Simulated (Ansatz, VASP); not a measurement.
Two plane-wave programs on NaCl

```
Na Cl
1.0
    -0.03737    2.76533    2.76533
     2.76533   -0.03737    2.76533
     2.76533    2.76533   -0.03737
Na Cl
1 1
Cartesian
  0.0000 0.0000 0.0000
  2.7466 2.7466 2.7466
```

Change from the starting cell: shear_111 strain -2.0%.

Alike in both runs: task single point; functional PBE; k mesh 8 × 8 × 8; occupations fermi-dirac, width 0.02 eV; no spin polarisation.

```csv
,VASP,Ansatz
version,VASP 6.6.1,Ansatz 0.2.0
potentials or method,"VASP PAW PBE potentials, release 64 (Na_pv, Cl)","plane waves, PAW"
plane-wave cutoff (eV),520,420
valence electrons in the cell,14,16
```

|  | VASP | Ansatz | Ansatz less VASP |
| --- | --- | --- | --- |
| gap on the k mesh at the Fermi level (eV) | 5.21 | 5.21 | 0.000 |
| pressure (GPa) | 1.9 | 1.9 | +0.02 |
| traceless stress, the component that is largest in VASP (GPa) | 0.17 | 0.17 | -0.001 |

VASP's potentials hold 14 valence electrons a cell and Ansatz's 16, so a difference there can come from the potentials and not from the codes.
